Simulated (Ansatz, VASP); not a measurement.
One calculation of CaO, two programs

```
Ca O
1.0
     4.00392    0.00000    0.00000
    -2.00196    3.46749    0.00000
     0.00000    0.00000    4.80859
Ca O
2 2
Direct
  0.33333 0.66667 0.25000
  0.66667 0.33333 0.75000
  0.66667 0.33333 0.25000
  0.33333 0.66667 0.75000
```

Alike in both runs: task single point; functional PBE; k mesh 6 × 6 × 4; no spin polarisation.

|  | VASP | Ansatz |
| --- | --- | --- |
| version | VASP 6.6.1 | Ansatz 0.2.0 |
| potentials or method | VASP PAW PBE potentials, release 64 (Ca_sv, O) | plane waves, PAW |
| plane-wave cutoff (eV) | 520 | 420 |
| occupations | gaussian, width 0.01 eV | fixed |
| valence electrons in the cell | 32 | 32 |

```tsv
	VASP	Ansatz	Ansatz less VASP
gap on the k mesh at the Fermi level (eV)	3.13	3.14	+0.015
pressure (GPa)	0.5	0.0	-0.47
```
